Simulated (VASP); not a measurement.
# InSe (R3m) in VASP: single point with PBE+D3(BJ)

Aim: the single point of InSe with PBE+D3(BJ).

Program: VASP 6.6.1. These are calculated values, not measurements. Logs are shortened: lines on timing, memory, paths and dates and some standing lists are left out, and cuts for length are marked.

**1. The cell of the first run**

The structure is trigonal, space group R3m (No. 160). The conventional cell has a = 4.037 Å, b = 4.037 Å, c = 24.908 Å, α = 90.00°, β = 90.00°, γ = 120.00°. In (site symmetry 3m) has 3 Se at 2.66 Å and 1 In at 2.79 Å within 3.5 Å. In (site symmetry 3m) has 3 Se at 2.66 Å and 1 In at 2.79 Å within 3.5 Å. Within 3.5 Å of Se (site symmetry 3m) lie 3 In at 2.66 Å. Within 3.5 Å of Se (site symmetry 3m) lie 3 In at 2.66 Å.

**2. Single point, PBE+D3(BJ)**

Contents of INCAR:

```
PREC = Accurate
ENCUT = 520
EDIFF = 1E-6
ISMEAR = 0
SIGMA = 0.01
LREAL = False
LASPH = True
NELM = 100
ALGO = Normal
ISIF = 2
LWAVE = False
LCHARG = True
GGA = PE
IVDW = 12
LELF = True
LVHAR = True
NBANDS = 27
```

Contents of KPOINTS:

```
regular mesh
0
Gamma
  12 12 12
```

Contents of POSCAR:

```
InSe
1.0
    2.0184887246      1.1653750085      8.3027172712
   -2.0184887246      1.1653750085      8.3027172712
    0.0000000000     -2.3307500170      8.3027172712
In Se
2 2
Direct
   -0.0003856653     -0.0003856653     -0.0003856653
    0.1117587352      0.1117587352      0.1117587352
    0.6147242529      0.6147242529      0.6147242529
    0.8299026773      0.8299026773      0.8299026773
```

Potentials or basis: VASP PAW PBE potentials, release 64 (In_d, Se).

Started as:

```bash
$ cat potpaw_PBE.64/In_d/POTCAR potpaw_PBE.64/Se/POTCAR > POTCAR
$ mpirun -np 1 vasp_std > vasp.out
```

OUTCAR:

```text
PREC = Accurate
   ENCUT = 520
   EDIFF = 1E-6
   ISMEAR = 0
   LREAL = False
   LASPH = True
   NELM = 100
   ISIF = 2
   GGA = PE
   IVDW = 12
 IVDW          = 12

 ion  position               nearest neighbor table
   1  1.000  1.000  1.000-   3 2.66   3 2.66   3 2.66   2 2.79
   2  0.112  0.112  0.112-   4 2.66   4 2.66   4 2.66   1 2.79
   3  0.615  0.615  0.615-   1 2.66   1 2.66   1 2.66
   4  0.830  0.830  0.830-   2 2.66   2 2.66   2 2.66

  LATTYP: Found a trigonal (rhomboedric) cell.
 ALAT       =     8.6236598801
 COS(alpha) =     0.8904280446

  Lattice vectors:

 A1 = (   2.0184887246,   1.1653750085,   8.3027172712)
 A2 = (  -2.0184887246,   1.1653750085,   8.3027172712)
 A3 = (   0.0000000000,  -2.3307500170,   8.3027172712)

Analysis of symmetry for initial positions (statically):
=====================================================================
 Subroutine PRICEL returns:
 Original cell was already a primitive cell.

 Routine SETGRP: Setting up the symmetry group for a
 trigonal (rhombohedral) supercell.

 Subroutine GETGRP returns: Found  6 space group operations
 (whereof  6 operations were pure point group operations)
 out of a pool of 12 trial point group operations.

The static configuration has the point symmetry C_3v.

Analysis of symmetry for dynamics (positions and initial velocities):
=====================================================================
 Subroutine PRICEL returns:
 Original cell was already a primitive cell.

 Routine SETGRP: Setting up the symmetry group for a
 trigonal (rhombohedral) supercell.

 Subroutine GETGRP returns: Found  6 space group operations
 (whereof  6 operations were pure point group operations)
 out of a pool of 12 trial point group operations.

The dynamic configuration has the point symmetry C_3v.

 Subroutine INISYM returns: Found  6 space group operations
 (whereof  6 operations are pure point group operations),
 and found     1 'primitive' translations

----------------------------------------------------------------------------------------

                                     Primitive cell

  volume of cell :     117.1827

  direct lattice vectors                    reciprocal lattice vectors
     2.018488725  1.165375009  8.302717271     0.247710078  0.143015480  0.040147499
    -2.018488725  1.165375009  8.302717271    -0.247710078  0.143015480  0.040147499
     0.000000000 -2.330750017  8.302717271     0.000000000 -0.286030961  0.040147499

  length of vectors
     8.623659880  8.623659880  8.623659880     0.288834784  0.288834784  0.288834784

  position of ions in fractional coordinates (direct lattice)
     0.999614335  0.999614335  0.999614335
     0.111758735  0.111758735  0.111758735
     0.614724253  0.614724253  0.614724253
     0.829902677  0.829902677  0.829902677

  ion indices of the primitive-cell ions
   primitive index   ion index
                 1           1
                 2           2
                 3           3
                 4           4

----------------------------------------------------------------------------------------

 KPOINTS: regular mesh

Automatic generation of k-mesh.
 Grid dimensions read from file:
 generate k-points for:   12   12   12

 Generating k-lattice:

  Cartesian coordinates                     Fractional coordinates (reciprocal lattice)
     0.020642507  0.011917957  0.003345625     0.083333333  0.000000000 -0.000000000
    -0.020642507  0.011917957  0.003345625     0.000000000  0.083333333 -0.000000000
     0.000000000 -0.023835913  0.003345625    -0.000000000 -0.000000000  0.083333333

  Length of vectors
     0.024069565  0.024069565  0.024069565

  Shift w.r.t. Gamma in fractional coordinates (k-lattice)
     0.000000000  0.000000000  0.000000000

 Subroutine IBZKPT returns following result:
 ===========================================

 Found    189 irreducible k-points:

 Following reciprocal coordinates:
            Coordinates               Weight
  0.000000  0.000000  0.000000      1.000000
  0.083333 -0.000000 -0.000000      6.000000
  0.166667  0.000000 -0.000000      6.000000
  0.250000 -0.000000  0.000000      6.000000
  0.333333 -0.000000  0.000000      6.000000
  0.416667 -0.000000 -0.000000      6.000000
[... 16 lines left out ...]
  0.500000  0.166667  0.000000     12.000000
 -0.416667  0.166667 -0.000000     12.000000
 [... further k-points ...]
   k-points           NKPTS =    189   k-points in BZ     NKDIM =    189   number of bands    NBANDS=     27
   number of dos      NEDOS =    301   number of ions     NIONS =      4
   total plane-waves  NPLWV = 262144
   dimension x,y,z NGX =    64 NGY =   64 NGZ =   64
   dimension x,y,z NGXF=   128 NGYF=  128 NGZF=  128
   ions per type =               2   2
   NGX,Y,Z   is equivalent  to a cutoff of  12.34, 12.34, 12.34 a.u.
   NGXF,Y,Z  is equivalent  to a cutoff of  24.68, 24.68, 24.68 a.u.
 SYSTEM =  unknown system
   PREC   = accura    normal or accurate (medium, high low for compatibility)
   ISTART =      0    job   : 0-new  1-cont  2-samecut
   ICHARG =      2    charge: 1-file 2-atom 10-const
   ISPIN  =      1    spin polarized calculation?
   LNONCOLLINEAR =      F non collinear calculations
   LSORBIT =      F    spin-orbit coupling
   LASPH  =      T    aspherical Exc in radial PAW
   ENCUT  =  520.0 eV  38.22 Ry    6.18 a.u.  16.03 16.03 16.03*2*pi/ulx,y,z
   NELM   =    100;   NELMIN=  2; NELMDL= -5     # of ELM steps
   EDIFF  = 0.1E-05   stopping-criterion for ELM
   LREAL  =      F    real-space projection
   EDIFFG = 0.1E-04   stopping-criterion for IOM
   NSW    =      0    number of steps for IOM
   IBRION =     -1    ionic relax: 0-MD 1-quasi-New 2-CG
   NFREE  =      0    steps in history (QN), initial steepest desc. (CG)
   ISIF   =      2    stress and relaxation
   ISYM   =      2    0-nonsym 1-usesym 2-fastsym
   POTIM  = 0.5000    time-step for ionic-motion
   TEBEG  =    0.0;   TEEND  =   0.0 temperature during run
   PSTRESS=    0.0 pullay stress
   NELECT =      38.0000    total number of electrons
   NUPDOWN=      -1.0000    fix difference up-down
   EMIN   =  10.00;   EMAX   =-10.00  energy-range for DOS
   EFERMI =   0.00;   METHOD = LEGACY
   ISMEAR =     0;   SIGMA  =   0.01  broadening in eV -4-tet -1-fermi 0-gaus
   EFERMI_NEDOS =   21; number of points for ismear=-14 and -15
   IALGO  =     38    algorithm
   IMIX   =      4    mixing-type and parameters
     AMIX     =   0.40;   BMIX     =  1.00
     AMIX_MAG =   1.60;   BMIX_MAG =  1.00
  volume/ion in A,a.u.               =      29.30       197.70
  Fermi-wavevector in a.u.,A,eV,Ry     =   1.124730  2.125431 17.211602  1.265017
  Thomas-Fermi vector in A             =   2.261403
   LORBIT       =      0    0 simple, 1 ext, 2 COOP (PROOUT), +10 PAW based schemes
   GGA     = PE    functional components
   LHFCALC =     F    Hartree Fock is set to
   AEXX    =    0.0000 exact exchange contribution
   IVDW    =    12    specifies the selected vdW correction
   LEPSILON=     F    determine dielectric tensor
   LRPA    =     F    only Hartree local field effects (RPA)
 non-spin polarized calculation
 Gauss-broadening in eV      SIGMA  =   0.01
  energy-cutoff  :      520.00
  volume of cell :      117.18
 maximum number of plane-waves:      3183
   NGX = 33   NGY = 33   NGZ = 33

 number of electron      37.9999997 magnetization

 Free energy of the ion-electron system (eV)
  ---------------------------------------------------
  ext. energy  EPLUGINS =         0.00000000
  ---------------------------------------------------
  free energy    TOTEN  =       -14.15596677 eV

  energy without entropy =      -14.15596677  energy(sigma->0) =      -14.15596677

 E-fermi :   4.2017     XC(G=0):  -8.9160

 val. band max:        4.1406541520   @ k =   0.5000   0.5000   0.5000
 cond. band min:       4.4253596540   @ k =   0.5000   0.5000   0.5000
 fundamental gap:      0.2847055020
 Fermi energy:         4.2017211976

 k-point     1 :       0.0000    0.0000    0.0000
  band No.  band energies     occupation
      1     -10.7068      2.00000
      2     -10.5208      2.00000
      3     -10.5208      2.00000
      4     -10.4372      2.00000
      5     -10.4372      2.00000
      6     -10.4297      2.00000
[... 19 lines left out ...]
     26       9.5060      0.00000
     27      11.5798      0.00000

 k-point     2 :       0.0833   -0.0000   -0.0000
  band No.  band energies     occupation
      1     -10.7065      2.00000
      2     -10.5470      2.00000
      3     -10.5197      2.00000
      4     -10.4625      2.00000
      5     -10.4324      2.00000
      6     -10.4315      2.00000
[... 19 lines left out ...]
     26       9.6675      0.00000
     27      11.6499      0.00000

 k-point     3 :       0.1667    0.0000   -0.0000
  band No.  band energies     occupation
      1     -10.7098      2.00000
      2     -10.6030      2.00000
      3     -10.5243      2.00000
      4     -10.5178      2.00000
      5     -10.4365      2.00000
      6     -10.4195      2.00000
[... 19 lines left out ...]
     26      10.0488      0.00000
     27      10.9541      0.00000

 k-point     4 :       0.2500   -0.0000    0.0000
  band No.  band energies     occupation
      1     -10.7335      2.00000
      2     -10.6430      2.00000
      3     -10.5951      2.00000
      4     -10.5169      2.00000
      5     -10.4432      2.00000
      6     -10.4018      2.00000
[... 19 lines left out ...]
     26      10.4972      0.00000
     27      10.7842      0.00000

 k-point     5 :       0.3333   -0.0000    0.0000
  band No.  band energies     occupation
      1     -10.7767      2.00000
      2     -10.6568      2.00000
      3     -10.6503      2.00000
      4     -10.5173      2.00000
      5     -10.4497      2.00000
      6     -10.3842      2.00000
[... 19 lines left out ...]
     26      10.7183      0.00000
     27      11.2676      0.00000

 k-point     6 :       0.4167   -0.0000   -0.0000
  band No.  band energies     occupation
      1     -10.8103      2.00000
      2     -10.6957      2.00000
      3     -10.6502      2.00000
      4     -10.5183      2.00000
      5     -10.4544      2.00000
      6     -10.3715      2.00000
[... 444 lines left out ...]
      1     -10.7478      2.00000
      2     -10.6495      2.00000
      3     -10.6252      2.00000
      4     -10.5214      2.00000
      5     -10.4409      2.00000
      6     -10.3983      2.00000
[... 19 lines left out ...]
     26      10.5977      0.00000
     27      11.1188      0.00000

 k-point    22 :       0.4167    0.1667    0.0000
  band No.  band energies     occupation
      1     -10.7828      2.00000
      2     -10.6736      2.00000
      3     -10.6508      2.00000
      4     -10.5256      2.00000
      5     -10.4425      2.00000
      6     -10.3878      2.00000
[... 19 lines left out ...]
     26      10.7745      0.00000
     27      11.0905      0.00000

 k-point    23 :       0.5000    0.1667    0.0000
  band No.  band energies     occupation
      1     -10.8090      2.00000
      2     -10.7042      2.00000
      3     -10.6496      2.00000
      4     -10.5291      2.00000
      5     -10.4436      2.00000
      6     -10.3800      2.00000
[... 19 lines left out ...]
     26      10.9834      0.00000
     27      11.5865      0.00000

 k-point    24 :      -0.4167    0.1667   -0.0000
  band No.  band energies     occupation
      1     -10.8190      2.00000
      2     -10.7141      2.00000
      3     -10.6488      2.00000
      4     -10.5305      2.00000
      5     -10.4440      2.00000
      6     -10.3771      2.00000
[... 19 lines left out ...]
     26      11.1191      0.00000
     27      11.8126      0.00000

 [... further k-points ...]

------------------------ aborting loop because EDIFF is reached ----------------------------------------

 Edisp (eV)   -1.19871

 E8    (eV) :    -0.5498

  FORCE on cell =-STRESS in cart. coord.  units (eV):
  Direction    XX          YY          ZZ          XY          YZ          ZX
  --------------------------------------------------------------------------------------
  -------------------------------------------------------------------------------------
  Total       0.03037     0.03037     0.02808     0.00000     0.00000     0.00000
  in kB       0.41527     0.41527     0.38395     0.00000     0.00000     0.00000
  external pressure =        0.40 kB  Pullay stress =        0.00 kB

 VOLUME and BASIS-vectors are now :
 -----------------------------------------------------------------------------
  energy-cutoff  :      520.00
  volume of cell :      117.18
      direct lattice vectors                 reciprocal lattice vectors
     2.018488725  1.165375009  8.302717271     0.247710078  0.143015480  0.040147499
    -2.018488725  1.165375009  8.302717271    -0.247710078  0.143015480  0.040147499
     0.000000000 -2.330750017  8.302717271     0.000000000 -0.286030961  0.040147499

 POSITION                                       TOTAL-FORCE (eV/Angst)
 -----------------------------------------------------------------------------------
      0.00000      0.00000     24.89855         0.000000     -0.000000      0.014174
      0.00000      0.00000      2.78370         0.000000      0.000000     -0.014183
      0.00000      0.00000     15.31165         0.000000     -0.000000     -0.014854
      0.00000      0.00000     20.67134         0.000000      0.000000      0.014862
 -----------------------------------------------------------------------------------
    total drift:                                0.000000      0.000000     -0.000697

  FREE ENERGIE OF THE ION-ELECTRON SYSTEM (eV)
  ---------------------------------------------------
  free  energy   TOTEN  =       -15.3546777190 eV

  energy  without entropy=      -15.3546777190  energy(sigma->0) =      -15.35467772
```

Wall time 52 min (1 thread of Intel Xeon Platinum 8375C at 2.90GHz (Ice Lake), shared host); peak memory 0.88 GiB.

What came out:

- Free energy: -15.3547 eV
- Pressure: 0.0 GPa
- Largest force: 0.015 eV/Å
- Band gap on the k mesh: 0.28 eV, direct
- Dispersion energy per atom: -0.300 eV

Forces on the atoms (eV/Å):
```
In   0.000  0.000  0.014
In   0.000  0.000 -0.014
Se   0.000  0.000 -0.015
Se   0.000  0.000  0.015
```

Caveat: spin-orbit coupling is left out, which moves the levels of the heavy elements.
